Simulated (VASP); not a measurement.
# SrTi (P4/mmm) in VASP: further runs

The runs below take SrTi through single point, relaxation of cell and atoms, with PBE.

Everything below comes from runs of VASP 6.6.1. Logs are shortened: lines on timing, memory, paths and dates and some standing lists are left out, and cuts for length are marked.

## Step 1: The cell of the first run

It takes space group P4/mmm (No. 123, tetragonal). Conventional cell: a = 3.381 Å, b = 3.381 Å, c = 5.118 Å, α = 90.00°, β = 90.00°, γ = 90.00°. Within 4.4 Å of Sr (site symmetry 4/mmm) lie 4 Sr at 3.38 Å and 8 Ti at 3.50 Å. Within 4.4 Å of Ti (site symmetry 4/mmm) lie 4 Ti at 3.38 Å and 8 Sr at 3.50 Å.

## Step 2: Single point, PBE

The input, INCAR:

```
PREC = Accurate
ENCUT = 520
EDIFF = 1E-6
ISMEAR = 0
SIGMA = 0.1
LREAL = False
LASPH = True
NELM = 60
ALGO = Normal
ISIF = 2
LWAVE = False
LCHARG = False
GGA = PE
NBANDS = 18
```

The input, KPOINTS:

```
Automatic mesh
0
Gamma
  6 6 4
```

The input, POSCAR:

```
SrTi
1.0
    3.3813380360      0.0000000000      0.0000000000
    0.0000000000      3.3813380360      0.0000000000
    0.0000000000      0.0000000000      5.1178291808
Sr Ti
1 1
Direct
    0.5000000000      0.5000000000      0.5000000000
    0.0000000000      0.0000000000      0.0000000000
```

Potentials or basis: VASP PAW PBE potentials, release 64 (Sr_sv, Ti_sv).

The run is started by

```
$ cat potpaw_PBE.64/Sr_sv/POTCAR potpaw_PBE.64/Ti_sv/POTCAR > POTCAR
$ mpirun -np 1 vasp_std > vasp.out
```

OUTCAR:

```text
PREC = Accurate
   ENCUT = 520
   EDIFF = 1E-6
   ISMEAR = 0
   LREAL = False
   LASPH = True
   NELM = 60
   ISIF = 2
   GGA = PE

 ion  position               nearest neighbor table
   1  0.500  0.500  0.500-   2 3.50   2 3.50   2 3.50   2 3.50   2 3.50   2 3.50   2 3.50   2 3.50

   2  0.000  0.000  0.000-   1 3.50   1 3.50   1 3.50   1 3.50   1 3.50   1 3.50   1 3.50   1 3.50

  LATTYP: Found a simple tetragonal cell.
 ALAT       =     3.3813380360
 C/A-ratio  =     1.5135514776

  Lattice vectors:

 A1 = (   3.3813380360,   0.0000000000,   0.0000000000)
 A2 = (   0.0000000000,   3.3813380360,   0.0000000000)
 A3 = (   0.0000000000,   0.0000000000,   5.1178291808)

Analysis of symmetry for initial positions (statically):
=====================================================================
 Subroutine PRICEL returns:
 Original cell was already a primitive cell.

 Routine SETGRP: Setting up the symmetry group for a
 simple tetragonal supercell.

 Subroutine GETGRP returns: Found 16 space group operations
 (whereof 16 operations were pure point group operations)
 out of a pool of 16 trial point group operations.

The static configuration has the point symmetry D_4h.

Analysis of symmetry for dynamics (positions and initial velocities):
=====================================================================
 Subroutine PRICEL returns:
 Original cell was already a primitive cell.

 Routine SETGRP: Setting up the symmetry group for a
 simple tetragonal supercell.

 Subroutine GETGRP returns: Found 16 space group operations
 (whereof 16 operations were pure point group operations)
 out of a pool of 16 trial point group operations.

The dynamic configuration has the point symmetry D_4h.

 Subroutine INISYM returns: Found 16 space group operations
 (whereof 16 operations are pure point group operations),
 and found     1 'primitive' translations

----------------------------------------------------------------------------------------

                                     Primitive cell

  volume of cell :      58.5144

  direct lattice vectors                    reciprocal lattice vectors
     3.381338036  0.000000000  0.000000000     0.295740914  0.000000000  0.000000000
     0.000000000  3.381338036  0.000000000     0.000000000  0.295740914  0.000000000
     0.000000000  0.000000000  5.117829181     0.000000000  0.000000000  0.195395345

  length of vectors
     3.381338036  3.381338036  5.117829181     0.295740914  0.295740914  0.195395345

  position of ions in fractional coordinates (direct lattice)
     0.500000000  0.500000000  0.500000000
     0.000000000  0.000000000  0.000000000

  ion indices of the primitive-cell ions
   primitive index   ion index
                 1           1
                 2           2

----------------------------------------------------------------------------------------

 KPOINTS: Automatic mesh

Automatic generation of k-mesh.
 Grid dimensions read from file:
 generate k-points for:    6    6    4

 Generating k-lattice:

  Cartesian coordinates                     Fractional coordinates (reciprocal lattice)
     0.049290152  0.000000000  0.000000000     0.166666667  0.000000000  0.000000000
     0.000000000  0.049290152  0.000000000     0.000000000  0.166666667  0.000000000
     0.000000000  0.000000000  0.048848836     0.000000000  0.000000000  0.250000000

  Length of vectors
     0.049290152  0.049290152  0.048848836

  Shift w.r.t. Gamma in fractional coordinates (k-lattice)
     0.000000000  0.000000000  0.000000000

 Subroutine IBZKPT returns following result:
 ===========================================

 Found     30 irreducible k-points:

 Following reciprocal coordinates:
            Coordinates               Weight
  0.000000  0.000000  0.000000      1.000000
  0.166667  0.000000  0.000000      4.000000
  0.333333  0.000000  0.000000      4.000000
  0.500000  0.000000  0.000000      2.000000
  0.166667  0.166667  0.000000      4.000000
  0.333333  0.166667  0.000000      8.000000
[... 16 lines left out ...]
  0.333333  0.000000  0.500000      4.000000
  0.500000  0.000000  0.500000      2.000000
 [... further k-points ...]
   k-points           NKPTS =     30   k-points in BZ     NKDIM =     30   number of bands    NBANDS=     18
   number of dos      NEDOS =    301   number of ions     NIONS =      2
   total plane-waves  NPLWV =  31360
   dimension x,y,z NGX =    28 NGY =   28 NGZ =   40
   dimension x,y,z NGXF=    56 NGYF=   56 NGZF=   80
   ions per type =               1   1
   NGX,Y,Z   is equivalent  to a cutoff of  13.77, 13.77, 12.99 a.u.
   NGXF,Y,Z  is equivalent  to a cutoff of  27.53, 27.53, 25.99 a.u.
 SYSTEM =  unknown system
   PREC   = accura    normal or accurate (medium, high low for compatibility)
   ISTART =      0    job   : 0-new  1-cont  2-samecut
   ICHARG =      2    charge: 1-file 2-atom 10-const
   ISPIN  =      1    spin polarized calculation?
[... 88 lines left out ...]
     17       7.1526      0.00000
     18       9.0415      0.00000

 k-point     4 :       0.5000    0.0000    0.0000
  band No.  band energies     occupation
      1     -53.2948      2.00000
      2     -31.1366      2.00000
      3     -29.5915      2.00000
      4     -29.5413      2.00000
      5     -29.4615      2.00000
      6     -13.8310      2.00000
[... 10 lines left out ...]
     17       6.6903      0.00000
     18       8.5460      0.00000

 k-point     5 :       0.1667    0.1667    0.0000
  band No.  band energies     occupation
      1     -53.2976      2.00000
      2     -31.1806      2.00000
      3     -29.5955      2.00000
      4     -29.4847      2.00000
      5     -29.4846      2.00000
      6     -13.1903      2.00000
[... 10 lines left out ...]
     17       6.9285      0.00000
     18       9.0802      0.00000

 k-point     6 :       0.3333    0.1667    0.0000
  band No.  band energies     occupation
      1     -53.2948      2.00000
      2     -31.1371      2.00000
      3     -29.5916      2.00000
      4     -29.5215      2.00000
      5     -29.4816      2.00000
      6     -13.5824      2.00000
[... 10 lines left out ...]
     17       7.1709      0.00000
     18       8.5279      0.00000

 k-point     7 :       0.5000    0.1667    0.0000
  band No.  band energies     occupation
      1     -53.2934      2.00000
      2     -31.1152      2.00000
      3     -29.5897      2.00000
      4     -29.5398      2.00000
      5     -29.4800      2.00000
      6     -13.7927      2.00000
[... 10 lines left out ...]
     17       6.9934      0.00000
     18       8.0185      0.00000

 k-point     8 :       0.3333    0.3333    0.0000
  band No.  band energies     occupation
      1     -53.2919      2.00000
      2     -31.0938      2.00000
      3     -29.5879      2.00000
      4     -29.5185      2.00000
      5     -29.5185      2.00000
      6     -13.5264      2.00000
[... 10 lines left out ...]
     17       7.6884      0.00000
     18       8.7569      0.00000
[... 229 lines left out ...]
     17       8.9995      0.00000
     18       9.1411      0.00000

 k-point    20 :       0.5000    0.5000    0.2500
  band No.  band energies     occupation
      1     -53.2891      2.00000
      2     -31.0499      2.00000
      3     -29.5844      2.00000
      4     -29.5353      2.00000
      5     -29.5353      2.00000
      6     -13.6760      2.00000
[... 10 lines left out ...]
     17       9.0821      0.00000
     18       9.7205      0.00000

 k-point    21 :       0.0000    0.0000    0.5000
  band No.  band energies     occupation
      1     -53.3005      2.00000
      2     -31.2268      2.00000
      3     -29.5949      2.00000
      4     -29.4676      2.00000
      5     -29.4676      2.00000
      6     -13.2884      2.00000
[... 10 lines left out ...]
     17       6.8960      0.00000
     18       9.1366      0.00000

 k-point    22 :       0.1667    0.0000    0.5000
  band No.  band energies     occupation
      1     -53.2991      2.00000
      2     -31.2041      2.00000
      3     -29.5942      2.00000
      4     -29.4867      2.00000
      5     -29.4661      2.00000
      6     -13.2524      2.00000
[... 10 lines left out ...]
     17       7.5407      0.00000
     18       8.3647      0.00000

 k-point    23 :       0.3333    0.0000    0.5000
  band No.  band energies     occupation
      1     -53.2962      2.00000
      2     -31.1580      2.00000
      3     -29.5928      2.00000
      4     -29.5246      2.00000
      5     -29.4630      2.00000
      6     -13.6085      2.00000
[... 10 lines left out ...]
     17       7.1839      0.00000
     18       8.8979      0.00000

 k-point    24 :       0.5000    0.0000    0.5000
  band No.  band energies     occupation
      1     -53.2947      2.00000
      2     -31.1347      2.00000
      3     -29.5921      2.00000
      4     -29.5435      2.00000
      5     -29.4615      2.00000
      6     -13.8205      2.00000
[... 10 lines left out ...]
     17       6.4645      0.00000
     18       9.1479      0.00000

 [... further k-points ...]

------------------------ aborting loop because EDIFF is reached ----------------------------------------

  FORCE on cell =-STRESS in cart. coord.  units (eV):
  Direction    XX          YY          ZZ          XY          YZ          ZX
  --------------------------------------------------------------------------------------
  -------------------------------------------------------------------------------------
  Total        0.0197025      0.0197025      0.0422091      0.0000000      0.0000000     -0.0000000
  in kB        0.5394725      0.5394725      1.1557223      0.0000000      0.0000000     -0.0000000
  external PRESSURE =       0.7448891 kB  Pullay stress =       0.0000000 kB

 VOLUME and BASIS-vectors are now :
 -----------------------------------------------------------------------------
  energy-cutoff  :      520.00
  volume of cell :       58.51
      direct lattice vectors                 reciprocal lattice vectors
     3.381338036  0.000000000  0.000000000     0.295740914  0.000000000  0.000000000
     0.000000000  3.381338036  0.000000000     0.000000000  0.295740914  0.000000000
     0.000000000  0.000000000  5.117829181     0.000000000  0.000000000  0.195395345

 POSITION                                       TOTAL-FORCE (eV/Angst)
 -----------------------------------------------------------------------------------
      1.69067      1.69067      2.55891         0.000000      0.000000      0.000000
      0.00000      0.00000      0.00000         0.000000      0.000000      0.000000
 -----------------------------------------------------------------------------------
    total drift:                               -0.000000      0.000000      0.000000

  FREE ENERGIE OF THE ION-ELECTRON SYSTEM (eV)
  ---------------------------------------------------
  free  energy   TOTEN  =        -7.6234417069 eV

  energy  without entropy=       -7.5989113430  energy(sigma->0) =       -7.61117652
```

Wall time 15 s (1 thread of Intel Xeon 6975P-C (Granite Rapids), shared host); peak memory 0.19 GiB.

What came out:

```yaml
Free_energy: -7.6234 eV
Pressure: 0.1 GPa
Band_gap_on_the_k_mesh: zero (bands 11 and 12 overlap by 0.99 eV)
```

## Step 3: Relaxation of cell and atoms, PBE

This run uses another cell than the first one, of 24.66 Å³/atom.

The input, INCAR:

```
SYSTEM = SrTi
ALGO     = Normal         ! electronic algorithm
EDIFF    = 1E-7           ! SCF threshold, eV
EDIFFG   = -0.04          ! ionic threshold
ENCUT    = 600            ! plane-wave cutoff, eV
GGA      = PE             ! functional
IBRION   = 2              ! ionic algorithm
ISIF     = 3              ! what is computed and relaxed
ISMEAR   = 0              ! smearing method
LASPH    = .True.         ! aspherical terms in the spheres
LCHARG   = .False.        ! write CHGCAR
LREAL    = .False.        ! projectors in reciprocal space
LWAVE    = .False.        ! write WAVECAR
NELM     = 80             ! most SCF steps
NSW      = 90             ! ionic steps
PREC     = Accurate       ! precision mode
SIGMA    = 0.1            ! smearing width, eV
```

The input, KPOINTS:

```
k-points
0
Gamma
  6 6 4
  0 0 0
```

The input, POSCAR:

```
SrTi
1.0
    3.3508225211      0.0000000000      0.0000000000
    0.0000000000      3.3508225211      0.0000000000
    0.0000000000      0.0000000000      4.3919709473
Sr Ti
1 1
Direct
    0.5000000000      0.5000000000      0.5000000000
    0.0000000000      0.0000000000      0.0000000000
```

Potentials or basis: VASP PAW PBE potentials, release 64 (Sr_sv, Ti_sv).

The run is started by

```
$ cat potpaw_PBE.64/Sr_sv/POTCAR potpaw_PBE.64/Ti_sv/POTCAR > POTCAR
$ mpirun -np 1 vasp_std > vasp.out
```

Run time: 84 s. Hardware: 1 thread of Intel Xeon 6975P-C (Granite Rapids), shared host; peak memory 0.2 GiB.

Results (log left out):

| Item | Value |
| --- | --- |
| Free energy | -7.6212 eV |
| Relaxed volume | 29.49 Å³/atom |
| Relaxed cell | a = 3.395 Å, b = 3.395 Å, c = 5.118 Å, α = 90.00°, β = 90.00°, γ = 90.00° |
| Space group after relaxing (to 0.1 Å) | P4/mmm (No. 123) |
| Energy gained by relaxing | 123.6 meV/atom |
| Ionic steps | 8 |
| Pressure after relaxing | -0.2 GPa |
| Band gap on the k mesh | zero (bands 11 and 12 overlap by 0.98 eV) |

Step by step:
| step | energy change (eV) | largest force (eV/Å) | pressure (GPa) | volume (Å³) |
| --- | --- | --- | --- | --- |
| 1 | 0.0000 | 0.0000 | 7.46 | 49.31 |
| 2 | -0.2108 | 0.0000 | 0.69 | 57.96 |
| 3 | -0.2147 | 0.0000 | -0.25 | 59.76 |
| 4 | -0.2148 | 0.0000 | -0.15 | 59.54 |
| 5 | -0.2228 | 0.0000 | -0.15 | 59.49 |
| 6 | -0.2407 | 0.0000 | -0.17 | 59.27 |
| 7 | -0.2399 | 0.0000 | -0.08 | 58.51 |
| 8 | -0.2472 | 0.0000 | -0.16 | 58.98 |

Final structure:
```
Sr Ti
1.0
     3.39454    0.00000    0.00000
     0.00000    3.39454    0.00000
     0.00000    0.00000    5.11821
Sr Ti
1 1
Direct
  0.50000 0.50000 0.50000
  0.00000 0.00000 0.00000
```

Levels at points of the mesh, in eV from the Fermi level:
| k point | band 8 | band 9 | band 10 | band 11 | band 12 | band 13 | band 14 | band 15 |
| --- | --- | --- | --- | --- | --- | --- | --- | --- |
| (0.00, 0.00, 0.00) | -16.87 | -4.47 | -1.32 | -0.54 | 1.01 | 1.01 | 1.75 | 2.06 |
| (0.50, 0.00, 0.00) | -16.78 | -1.28 | -1.14 | -0.01 | 0.10 | 0.62 | 1.10 | 1.30 |
| (0.50, 0.50, 0.00) | -16.96 | -1.57 | -1.08 | -0.60 | -0.60 | 2.18 | 2.48 | 2.54 |
| (0.00, 0.00, 0.50) | -16.87 | -2.95 | -2.45 | -0.28 | 0.42 | 1.18 | 1.18 | 1.56 |
| (0.50, 0.00, 0.50) | -16.78 | -1.94 | -1.12 | 0.38 | 0.50 | 0.97 | 1.09 | 1.41 |
| (0.50, 0.50, 0.50) | -16.98 | -0.58 | -0.53 | 0.13 | 0.13 | 0.68 | 0.68 | 0.82 |

Caveat: the volume moved by over 15 % at a fixed basis, so the end points are rough.

## Step 4: Single point, PBE

The input, INCAR:

```
ALGO     = Fast           # electronic algorithm
EDIFF    = 1E-6           # SCF threshold, eV
ENCUT    = 520            # plane-wave cutoff, eV
GGA      = PE             # functional
ISIF     = 2              # what is computed and relaxed
ISMEAR   = 0              # smearing method
LASPH    = True           # aspherical terms in the spheres
LCHARG   = True           # write CHGCAR
LELF     = True           # ELF
LREAL    = False          # projectors in reciprocal space
LVHAR    = True         
LWAVE    = False          # write WAVECAR
NBANDS   = 18             # bands
NELM     = 80             # most SCF steps
PREC     = Accurate       # precision mode
SIGMA    = 0.1            # smearing width, eV
```

The input, KPOINTS:

```
k-points
0
Gamma
  16 16 12
```

The input, POSCAR:

```
SrTi
1.0
    3.3690310836      0.0000000000      0.0000000000
    0.0000000000      3.3690310836      0.0000000000
    0.0000000000      0.0000000000      5.1568567894
Sr Ti
1 1
Direct
    0.5000000000      0.5000000000      0.5000000000
    0.0000000000      0.0000000000      0.0000000000
```

The run is started by

```
$ cat potpaw_PBE.64/Sr_sv/POTCAR potpaw_PBE.64/Ti_sv/POTCAR > POTCAR
$ mpirun -np 1 vasp_std > vasp.out
```

Run time: 13 min. Hardware: 1 thread of Intel Xeon 6975P-C (Granite Rapids), shared host; peak memory 0.46 GiB.

It converged, with:

* Free energy: -7.6240 eV
* Pressure: 0.1 GPa
* Band gap on the k mesh: zero (bands 11 and 12 overlap by 1.00 eV)

Levels at points of the mesh, in eV from the Fermi level:
```csv
k point,band 7,band 8,band 9,band 10,band 11,band 12,band 13,band 14,band 15,band 16
"(0.00, 0.00, 0.00)",-16.87,-16.87,-4.48,-1.35,-0.53,1.05,1.05,1.80,1.83,2.00
"(0.50, 0.00, 0.00)",-17.08,-16.78,-1.26,-1.12,-0.03,0.11,0.54,1.13,1.33,1.99
"(0.50, 0.50, 0.00)",-17.65,-16.96,-1.59,-1.08,-0.61,-0.61,2.24,2.54,2.55,2.55
"(0.00, 0.00, 0.50)",-16.87,-16.87,-2.98,-2.48,-0.28,0.40,1.21,1.21,1.52,1.81
"(0.50, 0.00, 0.50)",-17.09,-16.78,-1.95,-1.12,0.36,0.50,1.01,1.14,1.44,2.32
"(0.50, 0.50, 0.50)",-17.65,-16.98,-0.64,-0.55,0.13,0.13,0.71,0.71,0.82,2.24
```

## Step 5: Summary

| task | cell | k mesh | cutoff (eV) | gap on the mesh (eV) | pressure (GPa) |
| --- | --- | --- | --- | --- | --- |
| single point | a = 3.381, b = 3.381, c = 5.118 Å, 2 atoms | 6 × 6 × 4 | 520 | none | 0.1 |
| relaxation of cell and atoms | relaxed from a = 3.351, b = 3.351, c = 4.392 Å, 2 atoms | 6 × 6 × 4 | 600 | none | -0.2 |
| single point | a = 3.369, b = 3.369, c = 5.157 Å, 2 atoms | 16 × 16 × 12 | 520 | none | 0.1 |

Alike in all rows: level PBE; potentials or basis VASP PAW PBE potentials, release 64 (Sr_sv, Ti_sv); no spin polarisation; smearing gaussian 0.1 eV.

Caveats: the volume moved by over 15 % at a fixed basis, so the end points are rough (at least some runs).

Absolute energies hang on the potentials; compare differences alone.
